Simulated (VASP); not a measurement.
Si:

```xyz
4
Lattice="3.8313 0.0000 0.0000 -1.9157 3.3180 0.0000 0.0000 0.0000 6.3326" Properties=species:S:1:pos:R:3 pbc="T T T"
Si    1.9157    1.1060    5.9336
Si    0.0000    2.2120    2.7673
Si    1.9157    1.1060    3.5653
Si    0.0000    2.2120    0.3990
```

This isn't the form of Si at room conditions, which is diamond.

```yaml
Program: VASP 6.6.1
Task: relaxation of cell and atoms
Functional: LDA
Potentials_or_basis: VASP PAW LDA potentials, release 64 (Si)
Cutoff: 600 eV
k_mesh: 8 × 8 × 4
Occupations: fermi-dirac, width 0.05 eV
Spin: no spin polarisation
```

At the start: pressure -2.0 GPa; volume 20.13 Å³/atom.

Task: How do energy, volume and symmetry change on relaxing?

Result: Over 3 steps the energy falls by 2.7 meV/atom and the volume is 19.70 Å³/atom (-2.1 %); space group P6_3/mmc (No. 194, to 0.1 Å) before and after.

The path:
```csv
step,energy change (eV),largest force (eV/Å),pressure (GPa),volume (Å³)
1,0.0000,0.0149,-1.99,80.50
2,-0.0056,0.0221,1.49,77.62
3,-0.0109,0.0064,0.00,78.79
```

Final structure:
```xyz
4
Lattice="3.8037 0.0000 0.0000 -1.9019 3.2941 0.0000 0.0000 0.0000 6.2878" Properties=species:S:1:pos:R:3 pbc="T T T"
Si    1.9019    1.0980    5.8921
Si    0.0000    2.1961    2.7482
Si    1.9019    1.0980    3.5397
Si    0.0000    2.1961    0.3958
```
